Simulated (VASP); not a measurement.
# ZrS in VASP: further runs

The runs below take ZrS through single point, with r2SCAN.

All numbers are computed with VASP 6.6.1; they aren't measurements. Logs are shortened: lines on timing, memory, paths and dates and some standing lists are left out, and cuts for length are marked.

## (1) The cell of the first run

It takes space group Fm-3m (No. 225, cubic). Conventional cell: a = 5.225 Å, b = 5.225 Å, c = 5.225 Å, α = 90.00°, β = 90.00°, γ = 90.00°. Within 3.4 Å of Zr (site symmetry m-3m) lie 6 S at 2.61 Å. S (site symmetry m-3m) has 6 Zr at 2.61 Å within 3.4 Å.

## (2) Single point, r2SCAN

Input file POSCAR:

```
ZrS
1.0
    2.6124645028      2.6124645028      0.0000000000
   -2.6124645028      2.6124645028      0.0000000000
    0.0000000000      0.0000000000      5.2249290055
Zr S
2 2
Direct
    0.0000000000      0.0000000000      0.0000000000
    0.5000000000      0.5000000000      0.5000000000
    0.5000000000      0.5000000000      0.0000000000
    0.0000000000      0.0000000000      0.5000000000
```

Input file INCAR.step1:

```
SYSTEM = ZrS
  PREC = Accurate
  ENCUT = 520
  ISMEAR = 0
  SIGMA = 0.1
  LREAL = .False.
  LASPH = .True.
  NELM = 100
  NBANDS = 26
  GGA = PE
  ALGO = Normal
  EDIFF = 1E-4
  LWAVE = .True.
  LCHARG = .False.
```

Input file INCAR.step2:

```
SYSTEM = ZrS
  PREC = Accurate
  ENCUT = 520
  EDIFF = 1E-6
  ISMEAR = 0
  SIGMA = 0.1
  LREAL = .False.
  LASPH = .True.
  NELM = 100
  ALGO = Normal
  ISIF = 2
  LWAVE = .False.
  LCHARG = .False.
  METAGGA = R2SCAN
  LMIXTAU = .True.
  NBANDS = 26
  ISTART = 1
```

Input file KPOINTS:

```
Automatic mesh
0
Gamma
  14 14 10
  0 0 0
```

Potentials or basis: VASP PAW PBE potentials, release 64 (Zr_sv, S).

Launch:

```sh
$ cat potpaw_PBE.64/Zr_sv/POTCAR potpaw_PBE.64/S/POTCAR > POTCAR
$ cp INCAR.step1 INCAR
$ mpirun -np 1 vasp_std > vasp.out
$ cp INCAR.step2 INCAR
$ mpirun -np 1 vasp_std > vasp.out
```

OUTCAR:

```text
SYSTEM = ZrS
   PREC = Accurate
   ENCUT = 520
   EDIFF = 1E-6
   ISMEAR = 0
   LREAL = .False.
   LASPH = .True.
   NELM = 100
   ISIF = 2
   METAGGA = R2SCAN
   ISTART = 1

 ion  position               nearest neighbor table
   1  0.000  0.000  0.000-   4 2.61   4 2.61   3 2.61   3 2.61   3 2.61   3 2.61   2 3.69   2 3.69
                             2 3.69   2 3.69   2 3.69   2 3.69   2 3.69   2 3.69
   2  0.500  0.500  0.500-   3 2.61   3 2.61   4 2.61   4 2.61   4 2.61   4 2.61   1 3.69   1 3.69
                             1 3.69   1 3.69   1 3.69   1 3.69   1 3.69   1 3.69
   3  0.500  0.500  0.000-   2 2.61   2 2.61   1 2.61   1 2.61   1 2.61   1 2.61
   4  0.000  0.000  0.500-   1 2.61   1 2.61   2 2.61   2 2.61   2 2.61   2 2.61

  LATTYP: Found a simple tetragonal cell.
 ALAT       =     3.6945827311
 C/A-ratio  =     1.4142135623

  Lattice vectors:

 A1 = (   2.6124645028,   2.6124645028,   0.0000000000)
 A2 = (  -2.6124645028,   2.6124645028,   0.0000000000)
 A3 = (   0.0000000000,   0.0000000000,   5.2249290055)

Analysis of symmetry for initial positions (statically):
=====================================================================
 Subroutine PRICEL returns following result:

  LATTYP: Found a face centered cubic cell.
 ALAT       =     5.2249290055

  Lattice vectors:

 A1 = (   0.0000000000,  -2.6124645028,  -2.6124645027)
 A2 = (   2.6124645028,   0.0000000000,  -2.6124645027)
 A3 = (   2.6124645028,  -2.6124645028,   0.0000000000)

   2 primitive cells build up your supercell.

 Routine SETGRP: Setting up the symmetry group for a
 simple tetragonal supercell.

 Subroutine GETGRP returns: Found 16 space group operations
 (whereof 16 operations were pure point group operations)
 out of a pool of 16 trial point group operations.

The static configuration has the point symmetry D_4h.

Analysis of symmetry for dynamics (positions and initial velocities):
=====================================================================
 Subroutine PRICEL returns following result:

  LATTYP: Found a face centered cubic cell.
 ALAT       =     5.2249290055

  Lattice vectors:

 A1 = (   0.0000000000,  -2.6124645028,  -2.6124645027)
 A2 = (   2.6124645028,   0.0000000000,  -2.6124645027)
 A3 = (   2.6124645028,  -2.6124645028,   0.0000000000)

   2 primitive cells build up your supercell.

 Routine SETGRP: Setting up the symmetry group for a
 simple tetragonal supercell.

 Subroutine GETGRP returns: Found 16 space group operations
 (whereof 16 operations were pure point group operations)
 out of a pool of 16 trial point group operations.

The dynamic configuration has the point symmetry D_4h.

 Subroutine INISYM returns: Found 16 space group operations
 (whereof 16 operations are pure point group operations),
 and found     2 'primitive' translations

----------------------------------------------------------------------------------------

                                     Primitive cell

  volume of cell :      35.6600

  direct lattice vectors                    reciprocal lattice vectors
     0.000000000 -2.612464503 -2.612464503    -0.191390160 -0.191390160 -0.191390160
     2.612464503  0.000000000 -2.612464503     0.191390160  0.191390160 -0.191390160
     2.612464503 -2.612464503  0.000000000     0.191390160 -0.191390160  0.191390160

  length of vectors
     3.694582731  3.694582731  3.694582731     0.331497482  0.331497482  0.331497482

  position of ions in fractional coordinates (direct lattice)
     0.000000000  0.000000000  0.000000000
     0.500000000  0.500000000  0.500000000

  ion indices of the primitive-cell ions
   primitive index   ion index
                 1           1
                 2           4

----------------------------------------------------------------------------------------

 KPOINTS: Automatic mesh

Automatic generation of k-mesh.
 Grid dimensions read from file:
 generate k-points for:   14   14   10

 Generating k-lattice:

  Cartesian coordinates                     Fractional coordinates (reciprocal lattice)
     0.013670726  0.013670726  0.000000000     0.071428571  0.000000000  0.000000000
    -0.013670726  0.013670726  0.000000000     0.000000000  0.071428571  0.000000000
     0.000000000  0.000000000  0.019139016     0.000000000  0.000000000  0.100000000

  Length of vectors
     0.019333326  0.019333326  0.019139016

  Shift w.r.t. Gamma in fractional coordinates (k-lattice)
     0.000000000  0.000000000  0.000000000

 Subroutine IBZKPT returns following result:
 ===========================================

 Found    216 irreducible k-points:

 Following reciprocal coordinates:
            Coordinates               Weight
  0.000000  0.000000  0.000000      1.000000
  0.071429  0.000000  0.000000      4.000000
  0.142857  0.000000  0.000000      4.000000
  0.214286  0.000000  0.000000      4.000000
  0.285714  0.000000  0.000000      4.000000
  0.357143  0.000000  0.000000      4.000000
[... 16 lines left out ...]
  0.285714  0.214286  0.000000      8.000000
  0.357143  0.214286  0.000000      8.000000
 [... further k-points ...]
   k-points           NKPTS =    216   k-points in BZ     NKDIM =    216   number of bands    NBANDS=     26
   number of dos      NEDOS =    301   number of ions     NIONS =      4
   total plane-waves  NPLWV =  31360
   dimension x,y,z NGX =    28 NGY =   28 NGZ =   40
   dimension x,y,z NGXF=    56 NGYF=   56 NGZF=   80
   ions per type =               2   2
   NGX,Y,Z   is equivalent  to a cutoff of  12.60, 12.60, 12.73 a.u.
   NGXF,Y,Z  is equivalent  to a cutoff of  25.20, 25.20, 25.45 a.u.
 SYSTEM =  ZrS
   PREC   = accura    normal or accurate (medium, high low for compatibility)
   ISTART =      1    job   : 0-new  1-cont  2-samecut
   ICHARG =      0    charge: 1-file 2-atom 10-const
   ISPIN  =      1    spin polarized calculation?
   LNONCOLLINEAR =      F non collinear calculations
   LSORBIT =      F    spin-orbit coupling
   LASPH  =      T    aspherical Exc in radial PAW
   ENCUT  =  520.0 eV  38.22 Ry    6.18 a.u.   6.87  6.87  9.71*2*pi/ulx,y,z
   NELM   =    100;   NELMIN=  2; NELMDL=  0     # of ELM steps
   EDIFF  = 0.1E-05   stopping-criterion for ELM
   LREAL  =      F    real-space projection
   EDIFFG = 0.1E-04   stopping-criterion for IOM
   NSW    =      0    number of steps for IOM
   IBRION =     -1    ionic relax: 0-MD 1-quasi-New 2-CG
   NFREE  =      0    steps in history (QN), initial steepest desc. (CG)
   ISIF   =      2    stress and relaxation
   ISYM   =      2    0-nonsym 1-usesym 2-fastsym
   POTIM  = 0.5000    time-step for ionic-motion
   TEBEG  =    0.0;   TEEND  =   0.0 temperature during run
   PSTRESS=    0.0 pullay stress
   NELECT =      36.0000    total number of electrons
   NUPDOWN=      -1.0000    fix difference up-down
   EMIN   =  10.00;   EMAX   =-10.00  energy-range for DOS
   EFERMI =   0.00;   METHOD = LEGACY
   ISMEAR =     0;   SIGMA  =   0.10  broadening in eV -4-tet -1-fermi 0-gaus
   EFERMI_NEDOS =   21; number of points for ismear=-14 and -15
   IALGO  =     38    algorithm
   IMIX   =      4    mixing-type and parameters
     AMIX     =   0.40;   BMIX     =  1.00
     AMIX_MAG =   1.60;   BMIX_MAG =  1.00
  volume/ion in A,a.u.               =      17.83       120.32
  Fermi-wavevector in a.u.,A,eV,Ry     =   1.303483  2.463225 23.117212  1.699067
  Thomas-Fermi vector in A             =   2.434482
   LORBIT       =      0    0 simple, 1 ext, 2 COOP (PROOUT), +10 PAW based schemes
   METAGGA = R2SCAN    functional components
   LHFCALC =     F    Hartree Fock is set to
   AEXX    =    0.0000 exact exchange contribution
   IVDW    =     0    specifies the selected vdW correction
   LEPSILON=     F    determine dielectric tensor
   LRPA    =     F    only Hartree local field effects (RPA)
 non-spin polarized calculation
 Gauss-broadening in eV      SIGMA  =   0.10
  energy-cutoff  :      520.00
  volume of cell :       71.32
 maximum number of plane-waves:      1964
 NGX is ok and might be reduce to    28
   NGX = 13   NGY = 13   NGZ = 19

 number of electron      36.0000007 magnetization

 Free energy of the ion-electron system (eV)
  ---------------------------------------------------
  ext. energy  EPLUGINS =         0.00000000
  ---------------------------------------------------
  free energy    TOTEN  =       -67.77273145 eV

  energy without entropy =      -67.75913711  energy(sigma->0) =      -67.76593428

 E-fermi :  11.1329     XC(G=0): -12.0418

 val. band max:       11.1294724423   @ k =   0.2857   0.2143   0.0000
 cond. band min:      11.1337825678   @ k =   0.5000   0.4286   0.5000
 fundamental gap:      0.0043101255
 Fermi energy:        11.1329461370

 k-point     1 :       0.0000    0.0000    0.0000
  band No.  band energies     occupation
      1     -40.7269      2.00000
      2     -40.6882      2.00000
      3     -18.3009      2.00000
      4     -18.1249      2.00000
      5     -18.1249      2.00000
      6     -18.0089      2.00000
[... 18 lines left out ...]
     25      13.5580      0.00000
     26      13.5650      0.00000

 k-point     2 :       0.0714    0.0000    0.0000
  band No.  band energies     occupation
      1     -40.7259      2.00000
      2     -40.6882      2.00000
      3     -18.2965      2.00000
      4     -18.1339      2.00000
      5     -18.1222      2.00000
      6     -18.0206      2.00000
[... 18 lines left out ...]
     25      13.5312      0.00000
     26      13.7655      0.00000

 k-point     3 :       0.1429    0.0000    0.0000
  band No.  band energies     occupation
      1     -40.7231      2.00000
      2     -40.6883      2.00000
      3     -18.2838      2.00000
      4     -18.1589      2.00000
      5     -18.1143      2.00000
      6     -18.0551      2.00000
[... 18 lines left out ...]
     25      13.4442      0.00000
     26      14.3073      0.00000

 k-point     4 :       0.2143    0.0000    0.0000
  band No.  band energies     occupation
      1     -40.7188      2.00000
      2     -40.6886      2.00000
      3     -18.2636      2.00000
      4     -18.1941      2.00000
      5     -18.1052      2.00000
      6     -18.1022      2.00000
[... 18 lines left out ...]
     25      13.2829      0.00000
     26      13.8999      0.00000

 k-point     5 :       0.2857    0.0000    0.0000
  band No.  band energies     occupation
      1     -40.7135      2.00000
      2     -40.6894      2.00000
      3     -18.2374      2.00000
      4     -18.2313      2.00000
      5     -18.1614      2.00000
      6     -18.0872      2.00000
[... 18 lines left out ...]
     25      13.7902      0.00000
     26      14.2881      0.00000

 k-point     6 :       0.3571    0.0000    0.0000
  band No.  band energies     occupation
      1     -40.7079      2.00000
      2     -40.6911      2.00000
      3     -18.2620      2.00000
      4     -18.2140      2.00000
      5     -18.2069      2.00000
      6     -18.0800      2.00000
[... 427 lines left out ...]
 k-point    21 :       0.5000    0.1429    0.0000
  band No.  band energies     occupation
      1     -40.6958      2.00000
      2     -40.6958      2.00000
      3     -18.2721      2.00000
      4     -18.2721      2.00000
      5     -18.1379      2.00000
      6     -18.1379      2.00000
[... 18 lines left out ...]
     25      15.2260      0.00000
     26      15.2260      0.00000

 k-point    22 :       0.2143    0.2143    0.0000
  band No.  band energies     occupation
      1     -40.7117      2.00000
      2     -40.6881      2.00000
      3     -18.2332      2.00000
      4     -18.1935      2.00000
      5     -18.1436      2.00000
      6     -18.1435      2.00000
[... 18 lines left out ...]
     25      13.5717      0.00000
     26      13.7204      0.00000

 k-point    23 :       0.2857    0.2143    0.0000
  band No.  band energies     occupation
      1     -40.7072      2.00000
      2     -40.6883      2.00000
      3     -18.2211      2.00000
      4     -18.2119      2.00000
      5     -18.1826      2.00000
      6     -18.1359      2.00000
[... 18 lines left out ...]
     25      13.5535      0.00000
     26      13.7246      0.00000

 k-point    24 :       0.3571    0.2143    0.0000
  band No.  band energies     occupation
      1     -40.7024      2.00000
      2     -40.6892      2.00000
      3     -18.2502      2.00000
      4     -18.2232      2.00000
      5     -18.1873      2.00000
      6     -18.1202      2.00000
[... 18 lines left out ...]
     25      13.8423      0.00000
     26      14.1989      0.00000

 [... further k-points ...]

------------------------ aborting loop because EDIFF is reached ----------------------------------------

  FORCE on cell =-STRESS in cart. coord.  units (eV):
  Direction    XX          YY          ZZ          XY          YZ          ZX
  --------------------------------------------------------------------------------------
  -------------------------------------------------------------------------------------
  Total        0.0391889      0.0391889     -0.1888009      0.0000000      0.0000000     -0.0000000
  in kB        0.8803646      0.8803646     -4.2413439      0.0000000      0.0000000     -0.0000000
  external PRESSURE =      -0.8268715 kB  Pullay stress =       0.0000000 kB

 VOLUME and BASIS-vectors are now :
 -----------------------------------------------------------------------------
  energy-cutoff  :      520.00
  volume of cell :       71.32
      direct lattice vectors                 reciprocal lattice vectors
     2.612464503  2.612464503  0.000000000     0.191390160  0.191390160  0.000000000
    -2.612464503  2.612464503  0.000000000    -0.191390160  0.191390160  0.000000000
     0.000000000  0.000000000  5.224929005     0.000000000  0.000000000  0.191390160

 POSITION                                       TOTAL-FORCE (eV/Angst)
 -----------------------------------------------------------------------------------
      0.00000      0.00000      0.00000        -0.000000     -0.000000     -0.000000
      0.00000      2.61246      2.61246        -0.000000     -0.000000      0.000000
      0.00000      2.61246      0.00000         0.000000      0.000000     -0.000000
      0.00000      0.00000      2.61246         0.000000      0.000000     -0.000000
 -----------------------------------------------------------------------------------
    total drift:                               -0.000000      0.000000      0.000000

  FREE ENERGIE OF THE ION-ELECTRON SYSTEM (eV)
  ---------------------------------------------------
  free  energy   TOTEN  =       -67.7727314531 eV

  energy  without entropy=      -67.7591371142  energy(sigma->0) =      -67.76593428
```

Wall time 11 min (1 thread of AMD EPYC 9R45 (Zen 5), shared host); peak memory 0.4 GiB.

What came out:

```
Free energy            : -67.7727 eV
Pressure               : -0.1 GPa
Band gap on the k mesh : zero (bands 18 and 19 overlap by 2.98 eV)
```

Caveat: the PAW data sets were made with another functional, which shifts forces and pressure a little.

## (3) Single point, r2SCAN (strain along c alone, the other axes held: +1.0 %)

Changes to POSCAR since step 2:

```diff
@@ -4,3 +4,3 @@
    -2.6124645028      2.6124645028      0.0000000000
-    0.0000000000      0.0000000000      5.2249290055
+    0.0000000000      0.0000000000      5.2771782956
 Zr S
```

Input file INCAR.step1:

```
  PREC = Accurate
  ENCUT = 520
  ISMEAR = 0
  SIGMA = 0.1
  LREAL = F
  LASPH = T
  NELM = 80
  NBANDS = 26
  GGA = PE
  ALGO = Normal
  EDIFF = 1E-4
  LWAVE = T
  LCHARG = F
```

Input file INCAR.step2:

```
  PREC = Accurate
  ENCUT = 520
  EDIFF = 1E-7
  ISMEAR = 0
  SIGMA = 0.1
  LREAL = F
  LASPH = T
  NELM = 80
  ALGO = Normal
  ISIF = 2
  LWAVE = F
  LCHARG = F
  METAGGA = R2SCAN
  LMIXTAU = T
  NBANDS = 26
  ISTART = 1
```

Input file KPOINTS:

```
regular mesh
0
Gamma
  14 14 10
```

Potentials or basis: VASP PAW PBE potentials, release 64 (Zr_sv, S).

Launch:

```sh
$ cat potpaw_PBE.64/Zr_sv/POTCAR potpaw_PBE.64/S/POTCAR > POTCAR
$ cp INCAR.step1 INCAR
$ mpirun -np 1 vasp_std > vasp.out
$ cp INCAR.step2 INCAR
$ mpirun -np 1 vasp_std > vasp.out
```

It took 9.2 min on 1 thread of Intel Xeon 6975P-C (Granite Rapids), shared host; peak memory 0.44 GiB.

It converged, with:

* Free energy: -67.7647 eV
* Pressure: -1.4 GPa
* Band gap on the k mesh: zero (bands 18 and 19 overlap by 2.88 eV)

Stress tensor (GPa, compression positive):
```
-0.47  0.00  0.00
 0.00 -0.47  0.00
 0.00  0.00 -3.23
```

Levels at points of the mesh, in eV from the Fermi level:
```tsv
k point	band 16	band 17	band 18	band 19	band 20	band 21
(0.00, 0.00, 0.00)	-4.00	-3.57	-1.52	-1.41	-1.41	-0.73
(0.50, 0.00, 0.00)	-6.08	0.38	0.38	0.75	0.75	1.20
(0.50, 0.50, 0.00)	-4.99	-3.56	-3.56	0.54	0.54	2.35
(0.00, 0.00, 0.50)	-4.81	-2.71	-2.71	-0.15	-0.15	1.21
(0.50, 0.00, 0.50)	-6.47	1.47	1.47	1.51	1.51	1.84
(0.50, 0.50, 0.50)	-6.39	-0.09	-0.09	-0.09	-0.09	1.94
```

Caveat: the cell differs from its parent crystal (strain along c alone, the other axes held: +1.0 %); the PAW data sets were made with another functional, which shifts forces and pressure a little.
